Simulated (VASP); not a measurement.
LiIn: single point with LDA

The system is LiIn.

```
Li In
1.0
     0.00000    3.39300    3.39300
     3.39300    0.00000    3.39300
     3.39300    3.39300    0.00000
Li In
2 2
Cartesian
  3.3930 3.3930 3.3930
  5.0895 5.0895 5.0895
  0.0000 0.0000 0.0000
  1.6965 1.6965 1.6965
```

* Program: VASP 6.6.1
* Task: single point
* Functional: LDA
* Potentials or basis: VASP PAW LDA potentials, release 64 (Li_sv, In_d)
* Cutoff: 520 eV
* k mesh: 4 × 4 × 4, shifted
* Occupations: methfessel-paxton, width 0.5 eV
* Spin: no spin polarisation
* Dipole correction: no
* Further INCAR settings: ALGO = Normal; EDIFF = 1e-06; NBANDS = 24; ISYM = 0

| Item | Value |
| --- | --- |
| Band gap on the k mesh | zero (bands 16 and 17 overlap by 0.04 eV) |

Levels at points of the mesh, in eV from the Fermi level:
```csv
k point,band 13,band 14,band 15,band 16,band 17,band 18,band 19,band 20
"(0.12, 0.12, 0.12)",-9.17,-1.44,0.09,0.09,0.57,1.74,1.74,2.88
```

Wall time 69 s on 1 thread of Intel(R) Xeon(R) 6975P-C (Granite Rapids) (shared host), peak memory 0.31 GiB.

Caveat: the k points lie up to 0.40 Å⁻¹ apart; so wide a smearing shifts energies and pressures; spin-orbit coupling is left out, which moves the levels of the heavy elements.
